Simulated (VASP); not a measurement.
Set up this calculation in VASP 6.6.1, as the native input.

| Quantity | Value |
| --- | --- |
| Task | single point |
| Functional | PBE |
| Potentials or basis | VASP PAW PBE potentials, release 64 (Al, As) |
| Cutoff | 520 eV |
| k mesh | 12 × 12 × 6 |
| Occupations | gaussian, width 0.1 eV |
| Spin | no spin polarisation |
| Dipole correction | no |
| Further INCAR settings | ALGO = Normal; EDIFF = 1e-06; NBANDS = 18 |

The structure of Al2As3 lies in POSCAR:

```
Al2As3
1.0
    3.6830503357      0.0000000000      0.0000000000
   -1.8415251678      3.1896151541      0.0000000000
    0.0000000000      0.0000000000      8.2080672427
Al As
2 3
Direct
    0.3333333333      0.6666666667      0.1890953346
    0.6666666667      0.3333333333      0.8109046654
    0.0000000000      0.0000000000      0.0000000000
    0.3333333333      0.6666666667      0.6126378949
    0.6666666667      0.3333333333      0.3873621051
```

One way to write it, as run:

INCAR

```
ALGO = Normal
EDIFF = 1E-6
ENCUT = 520
GGA = PE
ISIF = 2
ISMEAR = 0
LASPH = T
LCHARG = F
LREAL = F
LWAVE = F
NBANDS = 18
NELM = 60
PREC = Accurate
SIGMA = 0.1
```

KPOINTS

```
k-points
0
Gamma
  12 12 6
```

Potentials or basis: VASP PAW PBE potentials, release 64 (Al, As).

Launch:

```bash
$ cat potpaw_PBE.64/Al/POTCAR potpaw_PBE.64/As/POTCAR > POTCAR
$ mpirun -np 1 vasp_std > vasp.out
```

Results of the run:

- Pressure: 0.1 GPa
- Largest force: 0.008 eV/Å
- Band gap on the k mesh: zero (an odd number of electrons rules out a gap without spin polarisation)

Caveat: an odd number of electrons without spin polarisation forces a metal; a magnetic or distorted state may lie lower.

It took 3.3 min on 1 thread of Intel(R) Xeon(R) Platinum 8259CL CPU @ 2.50GHz (Skylake/Cascade Lake), with other jobs on the host, peak memory 0.31 GiB.
